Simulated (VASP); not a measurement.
# TiSi16 (a cell with a defect) in VASP: notebook

Runs on TiSi16 (a cell with a defect). Level: PBE+D3(BJ). Tasks: single point.

All numbers are computed with VASP 6.6.1; they aren't measurements. Logs are shortened: lines on timing, memory, paths and dates and some standing lists are left out, and cuts for length are marked.

## Step 1: The cell of the first run

The cell holds a defect, 17 atoms: a = 7.679 Å, b = 7.679 Å, c = 7.679 Å, α = 60.00°, β = 60.00°, γ = 60.00°.

## Step 2: Single point, PBE+D3(BJ)

The input, INCAR:

```
ALGO = Normal
EDIFF = 1E-6
ENCUT = 520
GGA = PE
ISIF = 2
ISMEAR = -1
IVDW = 12
LASPH = True
LCHARG = False
LREAL = Auto
LWAVE = False
NBANDS = 52
NELM = 60
PREC = Accurate
SIGMA = 0.02
```

The input, KPOINTS:

```
k-points
0
Gamma
  2 2 2
```

The input, POSCAR:

```
TiSi16
1.0
    0.0000000000      5.4300000000      5.4300000000
    5.4300000000      0.0000000000      5.4300000000
    5.4300000000      5.4300000000      0.0000000000
Si Ti
16 1
Direct
    0.0015682320     -0.0255722836      0.0137641805
    0.1511058011      0.1148240331      0.1194582873
    0.0070853591      0.0001096685      0.4928953039
    0.1175424494      0.1152081952      0.6410332413
    0.0015497238      0.5104570902      0.0137633517
    0.1013247698      0.6101332413      0.1786078269
   -0.0229744015      0.4858780847      0.5514163904
    0.1175388582      0.6264173112      0.6410333333
    0.5093383978      0.0183995396     -0.0459522099
    0.6059759669      0.1149045120      0.1191964088
    0.4912332413      0.0001857274      0.4926676796
    0.6331695212      0.1421074586      0.5827991713
    0.4655753223      0.5105198895      0.0135458564
    0.6059445672      0.6601081031      0.1191990792
    0.4912300184      0.5160996317      0.4926670350
    0.6063813076      0.6264820442      0.6408358195
    0.7758766114      0.2848460405      0.1546180479
```

Potentials or basis: VASP PAW PBE potentials, release 64 (Si, Ti_sv).

Command:

```console
$ cat potpaw_PBE.64/Si/POTCAR potpaw_PBE.64/Ti_sv/POTCAR > POTCAR
$ mpirun -np 1 vasp_std > vasp.out
```

OUTCAR:

```text
EDIFF = 1E-6
   ENCUT = 520
   GGA = PE
   ISIF = 2
   ISMEAR = -1
   IVDW = 12
   LASPH = True
   LREAL = Auto
   NELM = 60
   PREC = Accurate
 IVDW          = 12

 ion  position               nearest neighbor table
   1  0.002  0.974  0.014-   6 2.30   4 2.34  10 2.49   2 2.49  17 2.54
   2  0.151  0.115  0.119-   9 2.27   3 2.35  17 2.43   1 2.49   5 2.49
   3  0.007  0.000  0.493-   2 2.35   8 2.35   4 2.35  12 2.36
   4  0.118  0.115  0.641-   7 2.34   1 2.34   3 2.35  11 2.35
   5  0.002  0.510  0.014-   6 2.30   8 2.34  14 2.49   2 2.49  17 2.54
   6  0.101  0.610  0.179-  13 2.30   1 2.30   5 2.30   7 2.34
   7  0.977  0.486  0.551-  16 2.34   8 2.34   4 2.34   6 2.34
   8  0.118  0.626  0.641-   7 2.34   5 2.34   3 2.35  15 2.35
   9  0.509  0.018  0.954-   2 2.27  10 2.27  14 2.27  12 2.33
  10  0.606  0.115  0.119-   9 2.27  11 2.35  17 2.43   1 2.49  13 2.49
  11  0.491  0.000  0.493-  10 2.35  16 2.35   4 2.35  12 2.36
  12  0.633  0.142  0.583-   9 2.33   3 2.36  11 2.36  15 2.36  17 2.68
  13  0.466  0.511  0.014-   6 2.30  16 2.34  14 2.49  10 2.49  17 2.54
  14  0.606  0.660  0.119-   9 2.27  15 2.35  17 2.43  13 2.49   5 2.49
  15  0.491  0.516  0.493-  14 2.35  16 2.35   8 2.35  12 2.36
  16  0.606  0.626  0.641-   7 2.34  13 2.34  15 2.35  11 2.35
  17  0.776  0.285  0.155-  14 2.43  10 2.43   2 2.43   1 2.54   5 2.54  13 2.54  12 2.68

  LATTYP: Found a face centered cubic cell.
 ALAT       =    10.8600000000

  Lattice vectors:

 A1 = (   0.0000000000,   5.4300000000,   5.4300000000)
 A2 = (   5.4300000000,   0.0000000000,   5.4300000000)
 A3 = (   5.4300000000,   5.4300000000,   0.0000000000)

Analysis of symmetry for initial positions (statically):
=====================================================================
 Subroutine PRICEL returns:
 Original cell was already a primitive cell.

 Routine SETGRP: Setting up the symmetry group for a
 face centered cubic supercell.

 Subroutine GETGRP returns: Found  1 space group operations
 (whereof  1 operations were pure point group operations)
 out of a pool of 48 trial point group operations.

The static configuration has the point symmetry C_1 .

Analysis of symmetry for dynamics (positions and initial velocities):
=====================================================================
 Subroutine PRICEL returns:
 Original cell was already a primitive cell.

 Routine SETGRP: Setting up the symmetry group for a
 face centered cubic supercell.

 Subroutine GETGRP returns: Found  1 space group operations
 (whereof  1 operations were pure point group operations)
 out of a pool of 48 trial point group operations.

The dynamic configuration has the point symmetry C_1 .

 Subroutine INISYM returns: Found  1 space group operations
 (whereof  1 operations are pure point group operations),
 and found     1 'primitive' translations

----------------------------------------------------------------------------------------

                                     Primitive cell

  volume of cell :     320.2060

  direct lattice vectors                    reciprocal lattice vectors
     0.000000000  5.430000000  5.430000000    -0.092081031  0.092081031  0.092081031
     5.430000000  0.000000000  5.430000000     0.092081031 -0.092081031  0.092081031
     5.430000000  5.430000000  0.000000000     0.092081031  0.092081031 -0.092081031

  length of vectors
     7.679179644  7.679179644  7.679179644     0.159489025  0.159489025  0.159489025

  position of ions in fractional coordinates (direct lattice)
     0.001568232  0.974427716  0.013764180
     0.151105801  0.114824033  0.119458287
     0.007085359  0.000109669  0.492895304
     0.117542449  0.115208195  0.641033241
     0.001549724  0.510457090  0.013763352
     0.101324770  0.610133241  0.178607827
[... 9 lines left out ...]
     0.606381308  0.626482044  0.640835819
     0.775876611  0.284846040  0.154618048

  ion indices of the primitive-cell ions
   primitive index   ion index
                 1           1
                 2           2
                 3           3
                 4           4
                 5           5
                 6           6
[... 9 lines left out ...]
                16          16
                17          17

----------------------------------------------------------------------------------------

 KPOINTS: k-points

Automatic generation of k-mesh.
 Grid dimensions read from file:
 generate k-points for:    2    2    2

 Generating k-lattice:

  Cartesian coordinates                     Fractional coordinates (reciprocal lattice)
    -0.046040516  0.046040516  0.046040516     0.500000000  0.000000000  0.000000000
     0.046040516 -0.046040516  0.046040516     0.000000000  0.500000000  0.000000000
     0.046040516  0.046040516 -0.046040516     0.000000000  0.000000000  0.500000000

  Length of vectors
     0.079744512  0.079744512  0.079744512

  Shift w.r.t. Gamma in fractional coordinates (k-lattice)
     0.000000000  0.000000000  0.000000000

 Subroutine IBZKPT returns following result:
 ===========================================

 Found      8 irreducible k-points:

 Following reciprocal coordinates:
            Coordinates               Weight
  0.000000  0.000000  0.000000      1.000000
  0.500000  0.000000  0.000000      1.000000
  0.000000  0.500000  0.000000      1.000000
  0.000000  0.000000  0.500000      1.000000
  0.500000  0.500000  0.500000      1.000000
  0.500000  0.500000  0.000000      1.000000
  0.000000  0.500000  0.500000      1.000000
  0.500000  0.000000  0.500000      1.000000
   k-points           NKPTS =      8   k-points in BZ     NKDIM =      8   number of bands    NBANDS=     52
   number of dos      NEDOS =    301   number of ions     NIONS =     17
   total plane-waves  NPLWV = 216000
   dimension x,y,z NGX =    60 NGY =   60 NGZ =   60
   dimension x,y,z NGXF=   120 NGYF=  120 NGZF=  120
   ions per type =              16   1
   NGX,Y,Z   is equivalent  to a cutoff of  12.99, 12.99, 12.99 a.u.
   NGXF,Y,Z  is equivalent  to a cutoff of  25.98, 25.98, 25.98 a.u.
 SYSTEM =  unknown system
   PREC   = accura    normal or accurate (medium, high low for compatibility)
   ISTART =      0    job   : 0-new  1-cont  2-samecut
   ICHARG =      2    charge: 1-file 2-atom 10-const
   ISPIN  =      1    spin polarized calculation?
   LNONCOLLINEAR =      F non collinear calculations
   LSORBIT =      F    spin-orbit coupling
   LASPH  =      T    aspherical Exc in radial PAW
   ENCUT  =  520.0 eV  38.22 Ry    6.18 a.u.  14.28 14.28 14.28*2*pi/ulx,y,z
   NELM   =     60;   NELMIN=  2; NELMDL= -5     # of ELM steps
   EDIFF  = 0.1E-05   stopping-criterion for ELM
   LREAL  =      T    real-space projection
   EDIFFG = 0.1E-04   stopping-criterion for IOM
   NSW    =      0    number of steps for IOM
   IBRION =     -1    ionic relax: 0-MD 1-quasi-New 2-CG
   NFREE  =      0    steps in history (QN), initial steepest desc. (CG)
   ISIF   =      2    stress and relaxation
   ISYM   =      2    0-nonsym 1-usesym 2-fastsym
   POTIM  = 0.5000    time-step for ionic-motion
   TEBEG  =    0.0;   TEEND  =   0.0 temperature during run
   PSTRESS=    0.0 pullay stress
   NELECT =      76.0000    total number of electrons
   NUPDOWN=      -1.0000    fix difference up-down
   EMIN   =  10.00;   EMAX   =-10.00  energy-range for DOS
   EFERMI =   0.00;   METHOD = LEGACY
   ISMEAR =    -1;   SIGMA  =   0.02  broadening in eV -4-tet -1-fermi 0-gaus
   EFERMI_NEDOS =   21; number of points for ismear=-14 and -15
   IALGO  =     38    algorithm
   IMIX   =      4    mixing-type and parameters
     AMIX     =   0.40;   BMIX     =  1.00
     AMIX_MAG =   1.60;   BMIX_MAG =  1.00
  volume/ion in A,a.u.               =      18.84       127.11
  Fermi-wavevector in a.u.,A,eV,Ry     =   1.013607  1.915439 13.978610  1.027399
  Thomas-Fermi vector in A             =   2.146786
   LORBIT       =      0    0 simple, 1 ext, 2 COOP (PROOUT), +10 PAW based schemes
   GGA     = PE    functional components
   LHFCALC =     F    Hartree Fock is set to
   AEXX    =    0.0000 exact exchange contribution
   IVDW    =    12    specifies the selected vdW correction
   LEPSILON=     F    determine dielectric tensor
   LRPA    =     F    only Hartree local field effects (RPA)
 non-spin polarized calculation
  energy-cutoff  :      520.00
  volume of cell :      320.21
 maximum number of plane-waves:      8646
 NGX is ok and might be reduce to    60
   NGX = 29   NGY = 29   NGZ = 29

 number of electron      76.0000000 magnetization

 Free energy of the ion-electron system (eV)
  ---------------------------------------------------
  ext. energy  EPLUGINS =         0.00000000
  ---------------------------------------------------
  free energy    TOTEN  =       -91.19609147 eV

  energy without entropy =      -91.17848805  energy(sigma->0) =      -91.18728976

 E-fermi :   6.8996     XC(G=0):  -9.7640

 val. band max:        6.8889264761   @ k =   0.5000   0.0000   0.0000
 cond. band min:       6.9464622515   @ k =   0.5000   0.0000   0.5000
 fundamental gap:      0.0575357754
 Fermi energy:         6.8996234141

 k-point     1 :       0.0000    0.0000    0.0000
  band No.  band energies     occupation
      1     -49.9976      2.00000
      2     -26.4435      2.00000
      3     -26.3166      2.00000
      4     -26.3165      2.00000
      5      -5.6844      2.00000
      6      -3.4921      2.00000
[... 42 lines left out ...]
     49       8.2568      0.00000
     50       8.7192      0.00000

 k-point     2 :       0.5000    0.0000    0.0000
  band No.  band energies     occupation
      1     -49.9976      2.00000
      2     -26.4435      2.00000
      3     -26.3166      2.00000
      4     -26.3165      2.00000
      5      -4.9473      2.00000
      6      -4.7914      2.00000
[... 42 lines left out ...]
     49       9.6536      0.00000
     50       9.6632      0.00000

 k-point     3 :       0.0000    0.5000    0.0000
  band No.  band energies     occupation
      1     -49.9976      2.00000
      2     -26.4435      2.00000
      3     -26.3166      2.00000
      4     -26.3165      2.00000
      5      -4.9473      2.00000
      6      -4.7914      2.00000
[... 42 lines left out ...]
     49       9.6550      0.00000
     50       9.6630      0.00000

 k-point     4 :       0.0000    0.0000    0.5000
  band No.  band energies     occupation
      1     -49.9976      2.00000
      2     -26.4435      2.00000
      3     -26.3166      2.00000
      4     -26.3165      2.00000
      5      -4.9226      2.00000
      6      -4.8322      2.00000
[... 42 lines left out ...]
     49       9.5431      0.00000
     50       9.9718      0.00000

 k-point     5 :       0.5000    0.5000    0.5000
  band No.  band energies     occupation
      1     -49.9976      2.00000
      2     -26.4435      2.00000
      3     -26.3166      2.00000
      4     -26.3165      2.00000
      5      -4.9473      2.00000
      6      -4.7914      2.00000
[... 42 lines left out ...]
     49       9.6549      0.00000
     50       9.6630      0.00000

 k-point     6 :       0.5000    0.5000    0.0000
  band No.  band energies     occupation
      1     -49.9976      2.00000
      2     -26.4435      2.00000
      3     -26.3166      2.00000
      4     -26.3165      2.00000
      5      -4.6317      2.00000
      6      -4.5679      2.00000
[... 42 lines left out ...]
     49       9.9103      0.00000
     50      10.4908      0.00000

 k-point     7 :       0.0000    0.5000    0.5000
  band No.  band energies     occupation
      1     -49.9976      2.00000
      2     -26.4435      2.00000
      3     -26.3166      2.00000
      4     -26.3165      2.00000
      5      -4.6317      2.00000
      6      -4.5679      2.00000
[... 42 lines left out ...]
     49       9.9103      0.00000
     50      10.4908      0.00000

 k-point     8 :       0.5000    0.0000    0.5000
  band No.  band energies     occupation
      1     -49.9976      2.00000
      2     -26.4435      2.00000
      3     -26.3166      2.00000
      4     -26.3165      2.00000
      5      -4.6319      2.00000
      6      -4.5677      2.00000
[... 42 lines left out ...]
     49       9.9097      0.00000
     50      10.4909      0.00000
 [bands above 50 left out]

------------------------ aborting loop because EDIFF is reached ----------------------------------------

 Edisp (eV)   -5.83687

 E8    (eV) :    -2.4411

  FORCE on cell =-STRESS in cart. coord.  units (eV):
  Direction    XX          YY          ZZ          XY          YZ          ZX
  --------------------------------------------------------------------------------------
  -------------------------------------------------------------------------------------
  Total       2.80180     2.79500     2.79815    -1.12995     1.13131     1.13731
  in kB      14.01906    13.98504    14.00078    -5.65379     5.66059     5.69063
  external pressure =       14.00 kB  Pullay stress =        0.00 kB

 VOLUME and BASIS-vectors are now :
 -----------------------------------------------------------------------------
  energy-cutoff  :      520.00
  volume of cell :      320.21
      direct lattice vectors                 reciprocal lattice vectors
     0.000000000  5.430000000  5.430000000    -0.092081031  0.092081031  0.092081031
     5.430000000  0.000000000  5.430000000     0.092081031 -0.092081031  0.092081031
     5.430000000  5.430000000  0.000000000     0.092081031  0.092081031 -0.092081031

 POSITION                                       TOTAL-FORCE (eV/Angst)
 -----------------------------------------------------------------------------------
      5.36588      0.08325      5.29966         0.055998     -0.096810      0.097517
      1.27215      1.46916      1.44400        -0.116557     -0.092094      0.116373
      2.67702      2.71490      0.03907        -0.076684     -0.029090      0.076308
      4.10639      4.11907      1.26384        -0.036916     -0.087300      0.087672
      2.84652      0.08315      2.78020        -0.098023     -0.097010     -0.057069
      4.28286      1.52003      3.86322        -0.082304     -0.082099      0.082406
[... 9 lines left out ...]
      6.88154      6.77239      6.69445        -0.089196     -0.034253      0.088791
      2.38629      5.05259      5.75972         1.152345      1.134452     -1.147103
 -----------------------------------------------------------------------------------
    total drift:                                0.002029     -0.015753      0.001326

  FREE ENERGIE OF THE ION-ELECTRON SYSTEM (eV)
  ---------------------------------------------------
  free  energy   TOTEN  =       -97.0329650037 eV

  energy  without entropy=      -97.0153615891  energy(sigma->0) =      -97.02416330
```

Run time: 4.3 min. Hardware: 1 thread of AMD EPYC 9R45 (Zen 5), shared host; peak memory 0.46 GiB.

Results:

```
Free energy                : -97.0330 eV
Pressure                   : 1.4 GPa
Largest force              : 1.983 eV/Å
Band gap on the k mesh     : zero (band 38 reaches 6.95 eV, above the bottom of band 39 at 6.62 eV)
Dispersion energy per atom : -0.343 eV
```

Forces on the atoms (eV/Å):
```
Si   0.056 -0.097  0.098
Si  -0.117 -0.092  0.116
Si  -0.077 -0.029  0.076
Si  -0.037 -0.087  0.088
Si  -0.098 -0.097 -0.057
Si  -0.082 -0.082  0.082
Si  -0.117 -0.117  0.117
Si  -0.088 -0.087  0.037
Si  -0.075 -0.076  0.075
Si  -0.116 -0.115  0.092
Si  -0.077 -0.074  0.031
Si  -0.015 -0.014  0.016
Si  -0.096  0.055  0.096
Si  -0.093 -0.115  0.116
Si  -0.031 -0.073  0.077
Si  -0.089 -0.034  0.089
Ti   1.152  1.134 -1.147
```

Caveat: the k points lie up to 0.50 Å⁻¹ apart.

## Step 3: Single point, PBE+D3(BJ)

The input, INCAR:

```
SYSTEM = TiSi16
ALGO     = Normal         ! electronic algorithm
EDIFF    = 1E-6           ! SCF threshold, eV
ENCUT    = 520            ! plane-wave cutoff, eV
GGA      = PE             ! functional
ISIF     = 2              ! what is computed and relaxed
ISMEAR   = -1             ! smearing method
IVDW     = 12             ! dispersion correction
LASPH    = .True.         ! aspherical terms in the spheres
LCHARG   = .True.         ! write CHGCAR
LELF     = .True.         ! ELF
LREAL    = Auto         
LVHAR    = .True.       
LWAVE    = .False.        ! write WAVECAR
NBANDS   = 52             ! bands
NELM     = 100            ! most SCF steps
PREC     = Accurate       ! precision mode
SIGMA    = 0.02           ! smearing width, eV
```

The input, KPOINTS:

```
k-points
0
Gamma
  2 2 2
  0 0 0
```

The input, POSCAR:

```
TiSi16
1.0
    0.0000000000      5.4300000000      5.4300000000
    5.4300000000      0.0000000000      5.4300000000
    5.4300000000      5.4300000000      0.0000000000
Si Ti
16 1
Direct
   -0.0023330571     -0.0157115101      0.0090400552
    0.1383483425      0.1234441068      0.1145634438
    0.0049523020      0.0007289134      0.4934959484
    0.1163360958      0.1210366483      0.6349966851
   -0.0024167587      0.5089826888      0.0090716390
    0.1044467772      0.6156552486      0.1641974217
   -0.0194906998      0.4917081952      0.5360091160
    0.1163098527      0.6275676796      0.6350102210
    0.5017654696      0.0133096685     -0.0283205341
    0.6123910681      0.1233975138      0.1144240331
    0.4895219153      0.0007333333      0.4933471455
    0.6224886740      0.1339133517      0.6097094843
    0.4731093002      0.5089649171      0.0089678637
    0.6121997238      0.6498245856      0.1145004604
    0.4894617864      0.5164186924      0.4933358195
    0.6098618785      0.6275917127      0.6349001842
    0.7505232044      0.2619349908      0.2256156538
```

Potentials or basis: VASP PAW PBE potentials, release 64 (Si, Ti_sv).

Command:

```console
$ cat potpaw_PBE.64/Si/POTCAR potpaw_PBE.64/Ti_sv/POTCAR > POTCAR
$ mpirun -np 1 vasp_std > vasp.out
```

Run time: 4.4 min. Hardware: 1 thread of AMD EPYC 9R45 (Zen 5), shared host; peak memory 0.47 GiB.

The run converged. Its results:

- Free energy: -97.9346 eV
- Pressure: 0.7 GPa
- Largest force: 0.539 eV/Å
- Band gap on the k mesh: zero (band 38 reaches 6.91 eV, above the bottom of band 39 at 6.57 eV)
- Dispersion energy per atom: -0.343 eV

Forces on the atoms (eV/Å):
```
Si   0.028 -0.057  0.058
Si   0.010 -0.125 -0.008
Si  -0.006 -0.004  0.006
Si  -0.018 -0.051  0.053
Si  -0.059 -0.057 -0.029
Si  -0.079 -0.078  0.079
Si  -0.087 -0.087  0.087
Si  -0.053 -0.051  0.017
Si   0.070  0.072 -0.071
Si   0.011  0.006  0.127
Si  -0.005 -0.005  0.005
Si   0.116  0.113 -0.115
Si  -0.062  0.034  0.060
Si  -0.125  0.007 -0.010
Si  -0.004 -0.005  0.005
Si  -0.052 -0.016  0.052
Ti   0.315  0.304 -0.315
```

Stress tensor (GPa, compression positive):
```
 0.72 -0.08  0.07
-0.08  0.71  0.08
 0.07  0.08  0.72
```

Levels at points of the mesh, in eV from the Fermi level:
| k point | band 35 | band 36 | band 37 | band 38 | band 39 | band 40 |
| --- | --- | --- | --- | --- | --- | --- |
| (0.00, 0.00, 0.00) | -0.99 | -0.97 | -0.49 | -0.33 | -0.33 | -0.03 |
| (0.50, 0.00, 0.00) | -1.36 | -1.31 | -0.21 | 0.00 | 0.25 | 0.38 |
| (0.00, 0.50, 0.00) | -1.36 | -1.31 | -0.21 | 0.00 | 0.25 | 0.38 |
| (0.00, 0.00, 0.50) | -1.33 | -1.33 | -0.34 | -0.08 | -0.08 | 0.56 |
| (0.50, 0.50, 0.50) | -1.36 | -1.31 | -0.21 | 0.00 | 0.25 | 0.38 |
| (0.50, 0.50, 0.00) | -1.95 | -1.81 | -0.62 | 0.01 | 0.53 | 0.69 |
| (0.00, 0.50, 0.50) | -1.95 | -1.81 | -0.62 | 0.01 | 0.53 | 0.69 |
| (0.50, 0.00, 0.50) | -1.95 | -1.81 | -0.62 | 0.01 | 0.53 | 0.69 |

Caveat: the k points lie up to 0.50 Å⁻¹ apart.
